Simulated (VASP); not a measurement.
# TiO2 (C2/c) in VASP: further runs

Runs on TiO2. Level: LDA. Tasks: single point.

Everything below comes from runs of VASP 6.6.1. Logs are shortened: lines on timing, memory, paths and dates and some standing lists are left out, and cuts for length are marked.

### 1 The cell of the first run

It takes space group C2/c (No. 15, monoclinic). Conventional cell: a = 5.412 Å, b = 5.413 Å, c = 5.472 Å, α = 90.00°, β = 118.77°, γ = 90.00°. Within 2.6 Å of Ti (site symmetry 2) lie 6 O at 1.93 to 2.00 Å. Within 2.6 Å of O (site symmetry 1) lie 3 Ti at 1.93 to 2.00 Å and 2 O at 2.50 Å.

### 2 Single point, LDA

The input, INCAR:

```
PREC = Accurate
ENCUT = 600
EDIFF = 1E-6
ISMEAR = 0
SIGMA = 0.02
LREAL = F
LASPH = T
NELM = 120
ALGO = Normal
ISIF = 2
LWAVE = F
LCHARG = T
GGA = CA
LELF = T
LVHAR = T
NBANDS = 33
GGA_COMPAT = F
```

The input, KPOINTS:

```
Automatic mesh
0
Gamma
  1 1 1
```

The input, POSCAR:

```
TiO2
1.0
    2.7060340000     -2.7066550000      0.0000000000
    2.7060340000      2.7066550000      0.0000000000
   -2.6335310000      0.0000000000      4.7966370000
Ti O
2 4
Direct
    0.1341100000      0.8658900000      0.2500000000
    0.8658900000      0.1341100000      0.7500000000
    0.3312210000      0.0887550000      0.6671490000
    0.6687790000      0.9112450000      0.3328510000
    0.9112450000      0.6687790000      0.8328510000
    0.0887550000      0.3312210000      0.1671490000
```

Potentials or basis: VASP PAW LDA potentials, release 64 (Ti_sv, O).

Started as:

```
> cat potpaw_LDA.64/Ti_sv/POTCAR potpaw_LDA.64/O/POTCAR > POTCAR
> mpirun -np 1 vasp_gam > vasp.out
```

OUTCAR:

```text
PREC = Accurate
   ENCUT = 600
   EDIFF = 1E-6
   ISMEAR = 0
   LREAL = F
   LASPH = T
   NELM = 120
   ISIF = 2
   GGA = CA

 ion  position               nearest neighbor table
   1  0.134  0.866  0.250-   4 1.93   6 1.93   6 1.98   4 1.98   3 2.00   5 2.00
   2  0.866  0.134  0.750-   5 1.93   3 1.93   5 1.98   3 1.98   6 2.00   4 2.00
   3  0.331  0.089  0.667-   2 1.93   2 1.98   1 2.00
   4  0.669  0.911  0.333-   1 1.93   1 1.98   2 2.00
   5  0.911  0.669  0.833-   2 1.93   2 1.98   1 2.00
   6  0.089  0.331  0.167-   1 1.93   1 1.98   2 2.00

  LATTYP: Found a base centered monoclinic cell.
 ALAT       =     5.4120680000
 B/A-ratio  =     1.0002294871
 C/A-ratio  =     1.0110809974
 COS(beta)  =    -0.4812705001

  Lattice vectors:

 A1 = (   2.7060340000,  -2.7066550000,   0.0000000000)
 A2 = (   2.7060340000,   2.7066550000,   0.0000000000)
 A3 = (  -2.6335310000,   0.0000000000,   4.7966370000)

Analysis of symmetry for initial positions (statically):
=====================================================================
 Subroutine PRICEL returns:
 Original cell was already a primitive cell.

 Routine SETGRP: Setting up the symmetry group for a
 base centered monoclinic supercell.

 Subroutine GETGRP returns: Found  4 space group operations
 (whereof  2 operations were pure point group operations)
 out of a pool of  4 trial point group operations.

The static configuration has the point symmetry S_2 .
 The point group associated with its full space group is C_2h.

Analysis of symmetry for dynamics (positions and initial velocities):
=====================================================================
 Subroutine PRICEL returns:
 Original cell was already a primitive cell.

 Routine SETGRP: Setting up the symmetry group for a
 base centered monoclinic supercell.

 Subroutine GETGRP returns: Found  4 space group operations
 (whereof  2 operations were pure point group operations)
 out of a pool of  4 trial point group operations.

The dynamic configuration has the point symmetry S_2 .
 The point group associated with its full space group is C_2h.

 Subroutine INISYM returns: Found  4 space group operations
 (whereof  2 operations are pure point group operations),
 and found     1 'primitive' translations

----------------------------------------------------------------------------------------

                                     Primitive cell

  volume of cell :      70.2640

  direct lattice vectors                    reciprocal lattice vectors
     2.706034000 -2.706655000  0.000000000     0.184772253 -0.184729860  0.101446796
     2.706034000  2.706655000  0.000000000     0.184772253  0.184729860  0.101446796
    -2.633531000  0.000000000  4.796637000     0.000000000  0.000000000  0.208479399

  length of vectors
     3.827349122  3.827349122  5.472039111     0.280280858  0.280280858  0.208479399

  position of ions in fractional coordinates (direct lattice)
     0.134110000  0.865890000  0.250000000
     0.865890000  0.134110000  0.750000000
     0.331221000  0.088755000  0.667149000
     0.668779000  0.911245000  0.332851000
     0.911245000  0.668779000  0.832851000
     0.088755000  0.331221000  0.167149000

  ion indices of the primitive-cell ions
   primitive index   ion index
                 1           1
                 2           2
                 3           3
                 4           4
                 5           5
                 6           6

----------------------------------------------------------------------------------------

 KPOINTS: Automatic mesh

Automatic generation of k-mesh.
 Grid dimensions read from file:
 generate k-points for:    1    1    1

 Generating k-lattice:

  Cartesian coordinates                     Fractional coordinates (reciprocal lattice)
     0.184772253 -0.184729860  0.101446796     1.000000000  0.000000000  0.000000000
     0.184772253  0.184729860  0.101446796     0.000000000  1.000000000  0.000000000
     0.000000000  0.000000000  0.208479399     0.000000000  0.000000000  1.000000000

  Length of vectors
     0.280280858  0.280280858  0.208479399

  Shift w.r.t. Gamma in fractional coordinates (k-lattice)
     0.000000000  0.000000000  0.000000000

 Subroutine IBZKPT returns following result:
 ===========================================

 Found      1 irreducible k-points:

 Following reciprocal coordinates:
            Coordinates               Weight
  0.000000  0.000000  0.000000      1.000000
   k-points           NKPTS =      1   k-points in BZ     NKDIM =      1   number of bands    NBANDS=     33
   number of dos      NEDOS =    301   number of ions     NIONS =      6
   total plane-waves  NPLWV =  49152
   dimension x,y,z NGX =    32 NGY =   32 NGZ =   48
   dimension x,y,z NGXF=    64 NGYF=   64 NGZF=   96
   ions per type =               2   4
   NGX,Y,Z   is equivalent  to a cutoff of  13.90, 13.90, 14.58 a.u.
   NGXF,Y,Z  is equivalent  to a cutoff of  27.80, 27.80, 29.17 a.u.
 SYSTEM =  unknown system
   PREC   = accura    normal or accurate (medium, high low for compatibility)
   ISTART =      0    job   : 0-new  1-cont  2-samecut
   ICHARG =      2    charge: 1-file 2-atom 10-const
   ISPIN  =      1    spin polarized calculation?
   LNONCOLLINEAR =      F non collinear calculations
   LSORBIT =      F    spin-orbit coupling
   LASPH  =      T    aspherical Exc in radial PAW
   ENCUT  =  600.0 eV  44.10 Ry    6.64 a.u.   7.64  7.64 10.93*2*pi/ulx,y,z
   NELM   =    120;   NELMIN=  2; NELMDL= -5     # of ELM steps
   EDIFF  = 0.1E-05   stopping-criterion for ELM
   LREAL  =      F    real-space projection
[... 7 lines left out ...]
   TEBEG  =    0.0;   TEEND  =   0.0 temperature during run
   PSTRESS=    0.0 pullay stress
   NELECT =      48.0000    total number of electrons
   NUPDOWN=      -1.0000    fix difference up-down
   EMIN   =  10.00;   EMAX   =-10.00  energy-range for DOS
   EFERMI =   0.00;   METHOD = LEGACY
   ISMEAR =     0;   SIGMA  =   0.02  broadening in eV -4-tet -1-fermi 0-gaus
   EFERMI_NEDOS =   21; number of points for ismear=-14 and -15
   IALGO  =     38    algorithm
   IMIX   =      4    mixing-type and parameters
     AMIX     =   0.40;   BMIX     =  1.00
     AMIX_MAG =   1.60;   BMIX_MAG =  1.00
  volume/ion in A,a.u.               =      11.71        79.03
  Fermi-wavevector in a.u.,A,eV,Ry     =   1.441820  2.724644 28.284385  2.078844
  Thomas-Fermi vector in A             =   2.560409
   LORBIT       =      0    0 simple, 1 ext, 2 COOP (PROOUT), +10 PAW based schemes
   GGA     = CA    functional components
   LHFCALC =     F    Hartree Fock is set to
   AEXX    =    0.0000 exact exchange contribution
   IVDW    =     0    specifies the selected vdW correction
   LEPSILON=     F    determine dielectric tensor
   LRPA    =     F    only Hartree local field effects (RPA)
 non-spin polarized calculation
 Gauss-broadening in eV      SIGMA  =   0.02
  energy-cutoff  :      600.00
  volume of cell :       70.26
 maximum number of plane-waves:      1175
 NGX is ok and might be reduce to    30
   NGX = 15   NGY = 15   NGZ = 21

 number of electron      48.0000001 magnetization

 Free energy of the ion-electron system (eV)
  ---------------------------------------------------
  ext. energy  EPLUGINS =         0.00000000
  ---------------------------------------------------
  free energy    TOTEN  =       -49.59945071 eV

  energy without entropy =      -49.59945071  energy(sigma->0) =      -49.59945071

 E-fermi :   3.0256     XC(G=0): -11.1264

 val. band max:        2.9318944384   @ k =   0.0000   0.0000   0.0000
 cond. band min:       4.3403283213   @ k =   0.0000   0.0000   0.0000
 fundamental gap:      1.4084338829
 Fermi energy:         3.0256339876

 k-point     1 :       0.0000    0.0000    0.0000
  band No.  band energies     occupation
      1     -53.2937      2.00000
      2     -53.2401      2.00000
      3     -30.0480      2.00000
      4     -30.0462      2.00000
      5     -29.9868      2.00000
      6     -29.9848      2.00000
[... 25 lines left out ...]
     32       7.4711      0.00000
     33       7.9341      0.00000

------------------------ aborting loop because EDIFF is reached ----------------------------------------

  FORCE on cell =-STRESS in cart. coord.  units (eV):
  Direction    XX          YY          ZZ          XY          YZ          ZX
  --------------------------------------------------------------------------------------
  -------------------------------------------------------------------------------------
  Total        3.0101402      2.9681087      3.2872156      0.0000000      0.0000000     -0.7680858
  in kB       68.6379509     67.6795375     74.9558917      0.0000000      0.0000000    -17.5140798
  external PRESSURE =      70.4244600 kB  Pullay stress =       0.0000000 kB

 VOLUME and BASIS-vectors are now :
 -----------------------------------------------------------------------------
  energy-cutoff  :      600.00
  volume of cell :       70.26
      direct lattice vectors                 reciprocal lattice vectors
     2.706034000 -2.706655000  0.000000000     0.184772253 -0.184729860  0.101446796
     2.706034000  2.706655000  0.000000000     0.184772253  0.184729860  0.101446796
    -2.633531000  0.000000000  4.796637000     0.000000000  0.000000000  0.208479399

 POSITION                                       TOTAL-FORCE (eV/Angst)
 -----------------------------------------------------------------------------------
      2.04765      1.98068      1.19916         0.000000     -1.638305     -0.000000
      0.73089     -1.98068      3.59748         0.000000      1.638305      0.000000
     -0.62049     -0.65627      3.20007         0.142835     -0.843919     -6.598666
      3.39903      0.65627      1.59657        -0.142835      0.843919      6.598666
      2.08226     -0.65627      3.99488        -0.142835     -0.843919      6.598666
      0.69628      0.65627      0.80175         0.142835      0.843919     -6.598666
 -----------------------------------------------------------------------------------
    total drift:                                0.000000      0.000000      0.000000

  FREE ENERGIE OF THE ION-ELECTRON SYSTEM (eV)
  ---------------------------------------------------
  free  energy   TOTEN  =       -49.5994507056 eV

  energy  without entropy=      -49.5994507056  energy(sigma->0) =      -49.59945071
```

It took 3.9 s on 1 thread of Intel Xeon 6975P-C (Granite Rapids), shared host; peak memory 0.17 GiB.

What came out:

- Free energy: -49.5995 eV
- Pressure: 7.0 GPa
- Largest force: 6.654 eV/Å

Forces in eV/Å, atoms in the order of the input:
```
Ti   0.000 -1.638  0.000
Ti   0.000  1.638  0.000
O    0.143 -0.844 -6.599
O   -0.143  0.844  6.599
O   -0.143 -0.844  6.599
O    0.143  0.844 -6.599
```

Stress tensor (GPa, compression positive):
```
 6.86  0.00 -1.75
 0.00  6.77  0.00
-1.75  0.00  7.50
```

Caveat: the k points lie up to 1.76 Å⁻¹ apart, too coarse for converged energies, forces and pressures; forces of over 1 eV/Å act on the atoms, so gaps and moduli don't describe the material at rest.

(Part 1 of 2 ends here.)
